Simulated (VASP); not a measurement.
# Hg (R-3m) in VASP: notebook, part 2 of 3

VASP 6.6.1. Earlier steps stand in the parts before.

**4. Electric field gradients, LDA (23.62 Å³/atom)**

This run uses another cell than the first one, of 23.62 Å³/atom.

The input, INCAR:

```
SYSTEM = Hg
ALGO = Normal ; EDIFF = 1E-8
ENCUT = 520 ; ISIF = 2
ISMEAR = -1 ; LASPH = .TRUE.
LCHARG = .FALSE. ; LEFG = .TRUE.
LREAL = .FALSE. ; LWAVE = .FALSE.
NBANDS = 12 ; NELM = 80
PREC = Accurate ; SIGMA = 0.03
```

The input, KPOINTS:

```
k-points
0
G
  12 12 12
  0 0 0
```

The input, POSCAR:

```
Hg
1.0
    1.7414577458      1.0054310984      2.2487951332
   -1.7414577458      1.0054310984      2.2487951332
    0.0000000000     -2.0108621967      2.2487951332
Hg
1
Direct
    0.0000000000      0.0000000000      0.0000000000
```

Potentials or basis: VASP PAW LDA potentials, release 64 (Hg).

Launch:

```bash
$ cat potpaw_LDA.64/Hg/POTCAR > POTCAR
$ mpirun -np 1 vasp_std > vasp.out
```

OUTCAR:

```text
SYSTEM = Hg
   EDIFF = 1E-8
   ENCUT = 520
   ISIF = 2
   ISMEAR = -1
   LASPH = .TRUE.
   LREAL = .FALSE.
   NELM = 80
   PREC = Accurate

 ion  position               nearest neighbor table
   1  0.000  0.000  0.000-

  LATTYP: Found a trigonal (rhomboedric) cell.
 ALAT       =     3.0167277512
 COS(alpha) =     0.3335253405

  Lattice vectors:

 A1 = (   1.7414577458,   1.0054310984,   2.2487951332)
[... 566 lines left out ...]
    total drift:                                0.000000      0.000000      0.000000

  FREE ENERGIE OF THE ION-ELECTRON SYSTEM (eV)
  ---------------------------------------------------
  free  energy   TOTEN  =        -0.9561185717 eV

  energy  without entropy=       -0.9550056742  energy(sigma->0) =       -0.95556212

 Electric field gradients (V/A^2)
---------------------------------------------------------------------
 ion       V_xx      V_yy      V_zz      V_xy      V_xz      V_yz
---------------------------------------------------------------------
   1      71.268    71.268  -142.536    -0.000    -0.000    -0.000
---------------------------------------------------------------------

 Electric field gradients after diagonalization (V/A^2)
 (convention: |V_zz| > |V_xx| > |V_yy|)
----------------------------------------------------------------------
 ion       V_xx      V_yy      V_zz     asymmetry (V_yy - V_xx)/ V_zz
----------------------------------------------------------------------
   1      71.268    71.268  -142.536       0.000
----------------------------------------------------------------------

           NMR quadrupolar parameters

 Cq : quadrupolar parameter    Cq=e*Q*V_zz/h
 eta: asymmetry parameters     (V_yy - V_xx)/ V_zz
 Q  : nuclear electric quadrupole moment in mb (millibarn)
----------------------------------------------------------------------
 ion       Cq(MHz)       eta       Q (mb)
----------------------------------------------------------------------
   1      -0.345       0.000       1.000
----------------------------------------------------------------------
```

stdout:

```text
POSCAR found type information on POSCAR Hg
 POSCAR found :  1 types and       1 ions
 scaLAPACK will be used
 LDA part: xc-table for (Slater(with rela. corr.)+CA(PZ))
 , standard interpolation
 POSCAR, INCAR and KPOINTS ok, starting setup
 FFT: planning ... GRIDC
 FFT: planning ... GRID_SOFT
 FFT: planning ... GRID
 WAVECAR not read
 entering main loop
ion   1
```

Wall time 18 s (1 thread of AMD EPYC 9R45 (Zen 5), shared host); peak memory 0.14 GiB.

Results:

| Quantity | Value |
| --- | --- |
| Free energy | -0.9561 eV |
| Pressure | -1.9 GPa |
| Band gap on the k mesh | zero (bands 6 and 7 overlap by 3.11 eV) |
| Largest electric field gradient by atom | Hg -142.5 V/Å² |

Stress tensor (GPa, compression positive):
```
-1.44  0.00  0.00
 0.00 -1.44  0.00
 0.00  0.00 -2.79
```

Levels at points of the mesh, in eV from the Fermi level:
```csv
k point,band 4,band 5,band 6,band 7,band 8,band 9
"(0.00, 0.00, 0.00)",-6.28,-6.11,-6.11,12.25,12.58,12.58
"(0.50, 0.00, 0.00)",-6.17,-5.79,-2.12,-1.90,12.39,12.59
"(0.50, 0.50, 0.00)",-5.84,-5.33,-0.05,0.80,4.76,9.97
"(0.50, 0.50, 0.50)",-5.43,-5.43,-0.10,1.30,9.34,9.34
```

Electric field gradients, principal values (V/Å²):
| atom | least | middle | greatest (by size) |
| --- | --- | --- | --- |
| 1 Hg | 71.268 | 71.268 | -142.536 |

Caveat: without QUAD_EFG the Cq values of the log hold for a quadrupole moment of 1 mb, not for the nuclei; spin-orbit coupling is left out, which moves the levels of the heavy elements.

**5. Electric field gradients, LDA (23.62 Å³/atom)**

This run uses another cell than the first one, of 23.62 Å³/atom.

The input, INCAR:

```
PREC = Accurate
ENCUT = 520
EDIFF = 1E-8
ISMEAR = -1
SIGMA = 0.03
LREAL = False
LASPH = True
NELM = 80
ALGO = Normal
ISIF = 2
LWAVE = False
LCHARG = False
LEFG = True
NBANDS = 12
```

The input, KPOINTS:

```
regular mesh
0
Gamma
  12 12 12
```

POSCAR is that of step 4.

Potentials or basis: VASP PAW LDA potentials, release 64 (Hg).

Launch:

```bash
$ cat potpaw_LDA.64/Hg/POTCAR > POTCAR
$ mpirun -np 1 vasp_std > vasp.out
```

OUTCAR:

```text
PREC = Accurate
   ENCUT = 520
   EDIFF = 1E-8
   ISMEAR = -1
   LREAL = False
   LASPH = True
   NELM = 80
   ISIF = 2

 ion  position               nearest neighbor table
   1  0.000  0.000  0.000-

  LATTYP: Found a trigonal (rhomboedric) cell.
 ALAT       =     3.0167277512
 COS(alpha) =     0.3335253405

  Lattice vectors:

 A1 = (   1.7414577458,   1.0054310984,   2.2487951332)
[... 565 lines left out ...]
 -----------------------------------------------------------------------------------
    total drift:                                0.000000      0.000000      0.000000

  FREE ENERGIE OF THE ION-ELECTRON SYSTEM (eV)
  ---------------------------------------------------
  free  energy   TOTEN  =        -0.9561185717 eV

  energy  without entropy=       -0.9550056742  energy(sigma->0) =       -0.95556212

 Electric field gradients (V/A^2)
---------------------------------------------------------------------
 ion       V_xx      V_yy      V_zz      V_xy      V_xz      V_yz
---------------------------------------------------------------------
   1      71.268    71.268  -142.536    -0.000    -0.000    -0.000
---------------------------------------------------------------------

 Electric field gradients after diagonalization (V/A^2)
 (convention: |V_zz| > |V_xx| > |V_yy|)
----------------------------------------------------------------------
 ion       V_xx      V_yy      V_zz     asymmetry (V_yy - V_xx)/ V_zz
----------------------------------------------------------------------
   1      71.268    71.268  -142.536       0.000
----------------------------------------------------------------------

           NMR quadrupolar parameters

 Cq : quadrupolar parameter    Cq=e*Q*V_zz/h
 eta: asymmetry parameters     (V_yy - V_xx)/ V_zz
 Q  : nuclear electric quadrupole moment in mb (millibarn)
----------------------------------------------------------------------
 ion       Cq(MHz)       eta       Q (mb)
----------------------------------------------------------------------
   1      -0.345       0.000       1.000
----------------------------------------------------------------------
```

Run time: 18 s. Hardware: 1 thread of AMD EPYC 9R45 (Zen 5), shared host; peak memory 0.14 GiB.

What came out:

```
Free energy                             : -0.9561 eV
Pressure                                : -1.9 GPa
Band gap on the k mesh                  : zero (bands 6 and 7 overlap by 3.11 eV)
Largest electric field gradient by atom : Hg -142.5 V/Å²
```

Electric field gradients, principal values (V/Å²):
| atom | least | middle | greatest (by size) |
| --- | --- | --- | --- |
| 1 Hg | 71.268 | 71.268 | -142.536 |

Caveat: without QUAD_EFG the Cq values of the log hold for a quadrupole moment of 1 mb, not for the nuclei; spin-orbit coupling is left out, which moves the levels of the heavy elements.

**6. Electric field gradients, LDA (equal xx and yy strain of +1 %)**

The input, INCAR:

```
ALGO = Normal
EDIFF = 1E-8
ENCUT = 520
ISIF = 2
ISMEAR = -1
LASPH = T
LCHARG = F
LEFG = T
LREAL = F
LWAVE = F
NBANDS = 12
NELM = 100
PREC = Accurate
SIGMA = 0.03
```

The input, KPOINTS:

```
k-points
0
Gamma
  12 12 12
```

The input, POSCAR:

```
Hg
1.0
    1.7473004598      1.0088043909      2.2340000000
   -1.7473004598      1.0088043909      2.2340000000
    0.0000000000     -2.0176087817      2.2340000000
Hg
1
Direct
    0.0000000000      0.0000000000      0.0000000000
```

Potentials or basis: VASP PAW LDA potentials, release 64 (Hg).

Launch:

```bash
$ cat potpaw_LDA.64/Hg/POTCAR > POTCAR
$ mpirun -np 1 vasp_std > vasp.out
```

OUTCAR:

```text
EDIFF = 1E-8
   ENCUT = 520
   ISIF = 2
   ISMEAR = -1
   LASPH = T
   LREAL = F
   NELM = 100
   PREC = Accurate

 ion  position               nearest neighbor table
   1  0.000  0.000  0.000-

  LATTYP: Found a trigonal (rhomboedric) cell.
 ALAT       =     3.0102327478
 COS(alpha) =     0.3261472176

  Lattice vectors:

 A1 = (   1.7473004598,   1.0088043909,   2.2340000000)
 A2 = (  -1.7473004598,   1.0088043909,   2.2340000000)
 A3 = (   0.0000000000,  -2.0176087817,   2.2340000000)

Analysis of symmetry for initial positions (statically):
=====================================================================
 Subroutine PRICEL returns:
 Original cell was already a primitive cell.

 Routine SETGRP: Setting up the symmetry group for a
 trigonal (rhombohedral) supercell.

 Subroutine GETGRP returns: Found 12 space group operations
 (whereof 12 operations were pure point group operations)
 out of a pool of 12 trial point group operations.

[... 538 lines left out ...]
 VOLUME and BASIS-vectors are now :
 -----------------------------------------------------------------------------
  energy-cutoff  :      520.00
  volume of cell :       23.63
      direct lattice vectors                 reciprocal lattice vectors
     1.747300460  1.008804391  2.234000000     0.286155708  0.165212075  0.149209191
    -1.747300460  1.008804391  2.234000000    -0.286155708  0.165212075  0.149209191
     0.000000000 -2.017608782  2.234000000     0.000000000 -0.330424150  0.149209191

 POSITION                                       TOTAL-FORCE (eV/Angst)
 -----------------------------------------------------------------------------------
      0.00000      0.00000      0.00000        -0.000000      0.000000      0.000000
 -----------------------------------------------------------------------------------
    total drift:                               -0.000000     -0.000000     -0.000000

  FREE ENERGIE OF THE ION-ELECTRON SYSTEM (eV)
  ---------------------------------------------------
  free  energy   TOTEN  =        -0.9572233094 eV

  energy  without entropy=       -0.9561151083  energy(sigma->0) =       -0.95666921

 Electric field gradients (V/A^2)
---------------------------------------------------------------------
 ion       V_xx      V_yy      V_zz      V_xy      V_xz      V_yz
---------------------------------------------------------------------
   1      73.180    73.180  -146.361    -0.000     0.000    -0.000
---------------------------------------------------------------------

 Electric field gradients after diagonalization (V/A^2)
 (convention: |V_zz| > |V_xx| > |V_yy|)
----------------------------------------------------------------------
 ion       V_xx      V_yy      V_zz     asymmetry (V_yy - V_xx)/ V_zz
----------------------------------------------------------------------
   1      73.180    73.180  -146.361       0.000
----------------------------------------------------------------------

           NMR quadrupolar parameters

 Cq : quadrupolar parameter    Cq=e*Q*V_zz/h
 eta: asymmetry parameters     (V_yy - V_xx)/ V_zz
 Q  : nuclear electric quadrupole moment in mb (millibarn)
----------------------------------------------------------------------
 ion       Cq(MHz)       eta       Q (mb)
----------------------------------------------------------------------
   1      -0.354       0.000       1.000
----------------------------------------------------------------------
```

OSZICAR:

```text
N       E                     dE             d eps       ncg     rms          rms(c)
DAV:   1     0.729402400663E+02    0.72940E+02   -0.66029E+03  4784   0.963E+02
DAV:   2     0.206585080796E+00   -0.72734E+02   -0.68543E+02  4928   0.230E+02
DAV:   3    -0.101862776760E+01   -0.12252E+01   -0.12244E+01  5424   0.330E+01
DAV:   4    -0.101980057924E+01   -0.11728E-02   -0.11728E-02  5024   0.107E+00
DAV:   5    -0.101980227582E+01   -0.16966E-05   -0.16966E-05  5388   0.389E-02    0.410E+00
DAV:   6    -0.964148743530E+00    0.55654E-01   -0.12821E-01  5344   0.405E+00    0.303E+00
DAV:   7    -0.958024290018E+00    0.61245E-02   -0.14277E-02  5376   0.110E+00    0.135E+00
DAV:   8    -0.957218572984E+00    0.80572E-03   -0.12667E-03  4792   0.496E-01    0.527E-02
DAV:   9    -0.957222338736E+00   -0.37658E-05   -0.26479E-06  5504   0.192E-02    0.135E-02
DAV:  10    -0.957223309818E+00   -0.97108E-06   -0.12003E-06  4912   0.136E-02    0.101E-03
DAV:  11    -0.957223309366E+00    0.45225E-09   -0.13828E-08  4936   0.109E-03
   1 F= -.95722331E+00 E0= -.95666921E+00  d E =-.110820E-02
```

Wall time 18 s (1 thread of AMD EPYC 9R45 (Zen 5), shared host); peak memory 0.14 GiB.

Results:

- Free energy: -0.9572 eV
- Pressure: -1.7 GPa
- Band gap on the k mesh: zero (bands 6 and 7 overlap by 3.17 eV)
- Largest electric field gradient by atom: Hg -146.4 V/Å²

Levels at points of the mesh, in eV from the Fermi level:
```csv
k point,band 3,band 4,band 5,band 6,band 7,band 8,band 9,band 10
"(0.00, 0.00, 0.00)",-7.59,-6.25,-6.10,-6.10,12.20,12.52,12.52,17.04
"(0.50, 0.00, 0.00)",-6.26,-6.18,-5.80,-2.12,-1.90,12.41,12.61,17.39
"(0.50, 0.50, 0.00)",-6.03,-5.85,-5.32,-0.03,0.83,4.68,10.06,10.13
"(0.50, 0.50, 0.50)",-7.18,-5.41,-5.41,-0.01,1.44,9.22,9.22,11.07
```

Electric field gradients, principal values (V/Å²):
| atom | least | middle | greatest (by size) |
| --- | --- | --- | --- |
| 1 Hg | 73.180 | 73.180 | -146.361 |

Caveat: the cell differs from its parent crystal (equal xx and yy strain of +1 %); without QUAD_EFG the Cq values of the log hold for a quadrupole moment of 1 mb, not for the nuclei; spin-orbit coupling is left out, which moves the levels of the heavy elements.

(Continued in part 3 of 3.)
